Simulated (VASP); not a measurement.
Here is a VASP 6.6.1 calculation.

INCAR

```
SYSTEM = SiO2
PREC = Accurate ; ENCUT = 520
EDIFF = 1E-6 ; ISMEAR = 0
SIGMA = 0.05 ; LREAL = .False.
LASPH = .True. ; NELM = 80
ALGO = Normal ; ISIF = 2
LWAVE = .False. ; LCHARG = .True.
GGA = PE ; LELF = .True.
LVHAR = .True. ; NBANDS = 25
```

File KPOINTS:

```
Automatic mesh
0
Gamma
  6 6 8
  0 0 0
```

POSCAR

```
SiO2
1.0
    4.1088000000      0.0000000000      0.0000000000
    0.0000000000      4.1088000000      0.0000000000
    0.0000000000      0.0000000000      2.5284000000
Si O
2 4
Direct
    0.5000000000      0.5000000000      0.5000000000
    0.0000000000      0.0000000000      0.0000000000
    0.6930127928      0.6930127928      0.0000000000
    0.1930127928      0.8069872072      0.5000000000
    0.3069872072      0.3069872072      0.0000000000
    0.8069872072      0.1930127928      0.5000000000
```

Potentials or basis: VASP PAW PBE potentials, release 64 (Si, O).

The run is started by

```sh
$ cat potpaw_PBE.64/Si/POTCAR potpaw_PBE.64/O/POTCAR > POTCAR
$ mpirun -np 1 vasp_std > vasp.out
```

Question: Estimate the band gap on the k mesh.

Answer: 7.42 eV.

Question: Estimate the largest force.

Answer: 0.968 eV/Å.

Question: What does it give for the pressure?

Answer: 50.3 GPa.

Forces in eV/Å, atoms in the order of the input:
```
Si   0.000  0.000  0.000
Si   0.000  0.000  0.000
O    0.684  0.684  0.000
O    0.684 -0.684  0.000
O   -0.684 -0.684  0.000
O   -0.684  0.684  0.000
```

Caveat: the cell stands under pressure. A k mesh can miss the band edges.
